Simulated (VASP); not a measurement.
## Zn7O8 (a cell with a defect): single point with PBE

Zn7O8 (a cell with a defect):

```
Zn O
1.0
    -3.24940   -5.62813    0.00000
     4.87410   -2.81406    0.00000
     0.00000    0.00000    5.20380
Zn O
7 8
Direct
  0.50033 0.32233 0.98693
  0.41058 0.72832 0.21967
  0.25363 0.17734 0.51121
  0.00516 0.33232 0.00112
  0.98625 0.66471 0.51518
  0.76429 0.83443 0.99592
  0.74581 0.16801 0.49746
  0.49711 0.32562 0.36909
  0.51166 0.66184 0.89890
  0.21238 0.85552 0.41250
  0.24837 0.18601 0.87824
  0.99800 0.33856 0.38063
  0.98637 0.65320 0.88122
  0.74977 0.84132 0.37392
  0.75317 0.16508 0.88001
```

- Program: VASP 6.6.1
- Task: single point
- Functional: PBE
- Potentials or basis: VASP PAW PBE potentials, release 64 (Zn, O)
- Cutoff: 520 eV
- k mesh: 2 × 2 × 2
- Occupations: gaussian, width 0.02 eV
- Spin: no spin polarisation
- Dipole correction: no
- Further INCAR settings: LREAL = Auto; ALGO = Normal; EDIFF = 1e-06; NBANDS = 79

```json
{
 "Pressure": "5.7 GPa",
 "Largest force": "0.778 eV/Å",
 "Band gap on the k mesh": "zero (band 66 reaches 0.38 eV, above the bottom of band 67 at -0.10 eV)"
}
```

Forces in eV/Å, atoms in the order of the input:
```
Zn  -0.117 -0.074 -0.122
Zn  -0.346 -0.245  0.653
Zn   0.069  0.021 -0.047
Zn  -0.025  0.051  0.173
Zn   0.220  0.128 -0.112
Zn   0.044 -0.123 -0.048
Zn   0.117  0.048 -0.169
O    0.223 -0.019 -0.113
O   -0.234 -0.169 -0.078
O    0.216  0.135  0.081
O   -0.054  0.053  0.044
O    0.072  0.060  0.038
O   -0.220 -0.084 -0.036
O    0.156  0.350 -0.098
O   -0.120 -0.131 -0.167
```

Stress tensor (GPa, compression positive):
```
5.67 0.38 3.85
0.38 4.66 2.09
3.85 2.09 6.69
```

Levels at points of the mesh, in eV from the Fermi level:
```
           k point  band 62  band 63  band 64  band 65  band 66  band 67  band 68  band 69  band 70  band 71
(0.00, 0.00, 0.00)    -0.41    -0.26    -0.23     0.23     0.28     0.28     1.94     5.89     6.14     6.62
(0.50, 0.00, 0.00)    -0.65    -0.38    -0.11    -0.07    -0.01     0.09     3.63     3.94     7.04     7.20
(0.00, 0.50, 0.00)    -0.44    -0.33    -0.16    -0.12    -0.01     0.06     3.81     4.32     6.32     6.77
(0.50, 0.50, 0.00)    -0.52    -0.44    -0.31    -0.20    -0.16     0.01     4.79     5.00     5.19     5.67
(0.00, 0.00, 0.50)    -0.66    -0.47    -0.08    -0.02     0.01     0.08     4.09     4.54     5.94     6.46
(0.50, 0.00, 0.50)    -0.61    -0.52    -0.44    -0.32    -0.23    -0.11     4.91     5.35     5.46     5.97
(0.00, 0.50, 0.50)    -0.70    -0.64    -0.49    -0.38    -0.20    -0.13     5.11     5.14     5.43     6.06
(0.50, 0.50, 0.50)    -0.74    -0.70    -0.59    -0.37    -0.34    -0.21     5.48     5.64     5.96     6.17
```

It took 2.4 min on 1 thread of Intel(R) Xeon(R) 6975P-C (Granite Rapids), on a shared host, peak memory 0.3 GiB.

Caveat: the k points lie up to 0.60 Å⁻¹ apart.
